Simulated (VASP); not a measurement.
InSe: single point with PBE+D3(BJ)

The system is InSe, a slab with vacuum.

```
CELL_PARAMETERS angstrom
3.82500 0.00000 0.00000
-1.91250 3.31255 0.00000
0.00000 0.00000 36.72119
ATOMIC_POSITIONS crystal
Se 0.00000 0.00000 0.42507
Se 0.00000 0.00000 0.57490
In 0.66667 0.33333 0.46111
In 0.66667 0.33333 0.53886
```

```yaml
Program: VASP 6.6.1
Task: single point
Functional: PBE
Dispersion: D3(BJ)
Potentials_or_basis: VASP PAW PBE potentials, release 64 (Se, In_d)
Cutoff: 520 eV
k_mesh: 9 × 9 × 1
Occupations: gaussian, width 0.02 eV
Spin: no spin polarisation
Dipole_correction: yes
Further_INCAR_settings: ALGO = Normal; EDIFF = 1e-06; NBANDS = 27
```

```
Largest force              : 1.014 eV/Å
Band gap on the k mesh     : 2.19 eV
Dispersion energy per atom : -0.244 eV
```

Forces in eV/Å, atoms in the order of the input:
```
Se   0.000  0.000 -0.686
Se   0.000  0.000  0.686
In   0.000  0.000  1.014
In   0.000  0.000 -1.014
```

Levels at points of the mesh, in eV from the valence-band top:
```csv
k point,band 17,band 18,band 19,band 20,band 21,band 22
"(0.00, 0.00, 0.00)",-0.06,0.00,0.00,2.19,3.55,5.59
```

Run time: 4.7 min on 1 thread of Intel(R) Xeon(R) Platinum 8488C (Sapphire Rapids), on a shared host, peak memory 0.55 GiB.

Caveat: spin-orbit coupling is left out, which moves the levels of the heavy elements.
